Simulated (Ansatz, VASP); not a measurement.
## One calculation of LiNbO3, two programs

```
Li Nb O
1.0
     2.57565    1.48705    4.62180
    -2.57565    1.48705    4.62180
     0.00000   -2.97410    4.62180
Li Nb O
2 2 6
Direct
  0.30210 0.30210 0.30210
  0.80210 0.80210 0.80210
  0.01920 0.01920 0.01920
  0.51920 0.51920 0.51920
  0.13110 0.37830 0.74050
  0.74050 0.13110 0.37830
  0.37830 0.74050 0.13110
  0.24050 0.87830 0.63110
  0.87830 0.63110 0.24050
  0.63110 0.24050 0.87830
```

Alike in both runs: task relaxation of cell and atoms; functional PBE; k mesh 4 × 4 × 4; no spin polarisation.

|  | VASP | Ansatz |
| --- | --- | --- |
| version | VASP 6.6.1 | Ansatz 0.2.0 |
| potentials or method | VASP PAW PBE potentials, release 64 (Li_sv, Nb_sv, O) | scalar-relativistic, plane waves, PAW |
| plane-wave cutoff (eV) | 600 | 420 |
| occupations | gaussian, width 0.01 eV | fixed |
| valence electrons in the cell | 68 | 68 |

|  | VASP | Ansatz | Ansatz less VASP |
| --- | --- | --- | --- |
| gap on the k mesh at the Fermi level, each at its own relaxed structure (eV) | 3.55 | 3.56 | +0.018 |
| relaxed volume (Å³/atom) | 10.85 | 10.90 | +0.050 |
| relaxed cell length with the largest relative difference (Å) | 5.542 | 5.550 | +0.0086 |

Noted on VASP's run: the cutoff is short for stress, so the pressure is rough.
